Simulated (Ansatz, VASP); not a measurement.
# LiF in VASP and in Ansatz

Contents of POSCAR:

```
LiF
1.0
    0.0000000000      2.0768609691      1.9948717406
    2.0768609691      0.0000000000      1.9948717406
    2.0768609691      2.0768609691      0.0000000000
Li F
1 1
Direct
    0.0000000000      0.0000000000      0.0000000000
    0.5000000000      0.5000000000      0.5000000000
```

File INCAR.step1:

```
SYSTEM = LiF
PREC = Accurate
ENCUT = 520
ISMEAR = 0
SIGMA = 0.01
LREAL = .False.
LASPH = .True.
NELM = 100
NBANDS = 12
GGA = PE
ALGO = Normal
EDIFF = 1E-4
LWAVE = .True.
LCHARG = .False.
```

INCAR.step2

```
SYSTEM = LiF
PREC = Accurate
ENCUT = 520
EDIFF = 1E-6
ISMEAR = 0
SIGMA = 0.01
LREAL = .False.
LASPH = .True.
NELM = 100
ALGO = Normal
ISIF = 2
LWAVE = .False.
LCHARG = .True.
METAGGA = R2SCAN
LMIXTAU = .True.
LELF = .True.
LVHAR = .True.
NBANDS = 12
ISTART = 1
```

File KPOINTS:

```
regular mesh
0
Gamma
  10 10 10
  0 0 0
```

Input for Ansatz:

```yaml
crystal:
  lattice:
    - [0.0, 2.0768609691, 1.9948717406]
    - [2.0768609691, 0.0, 1.9948717406]
    - [2.0768609691, 2.0768609691, 0.0]
  atoms:
    - { symbol: Li, position: [0.0, 0.0, 0.0] }
    - { symbol: F, position: [0.5, 0.5, 0.5] }
kpoints:
  mp_grid: { grid: [10, 10, 10] }
  band_path:
    path:
      - [0.0, 0.0, 0.0]
      - [0.5, 0.0, 0.5]
      - [0.625, 0.25, 0.625]
      - [0.375, 0.375, 0.75]
      - [0.5, 0.5, 0.5]
      - [0.5, 0.25, 0.75]
    npoints: 1
hamiltonian:
  xc: r2scan
scf:
  occupations: { method: fixed }
  n_extra_bands: 4
output:
  forces: true
  stress: true
  eigenvalues: true
```

Change from the starting cell: biaxial_xy strain +4.1%.

Alike in both runs: task single point; functional r2SCAN; k mesh 10 × 10 × 10; no spin polarisation.

|  | VASP | Ansatz |
| --- | --- | --- |
| version | VASP 6.6.1 | Ansatz 0.2.0 |
| potentials or method | VASP PAW PBE potentials, release 64 (Li_sv, F) | plane waves, PAW |
| plane-wave cutoff (eV) | 520 | 500 |
| occupations | gaussian, width 0.01 eV | fixed |
| valence electrons in the cell | 10 | 10 |

|  | VASP | Ansatz | Ansatz less VASP |
| --- | --- | --- | --- |
| gap on the k mesh at the Fermi level (eV) | 9.74 | 9.56 | -0.181 |

VASP's potentials were made for PBE, not for r2SCAN.

Noted on VASP's run: the cutoff is short for stress, so the pressure is rough.
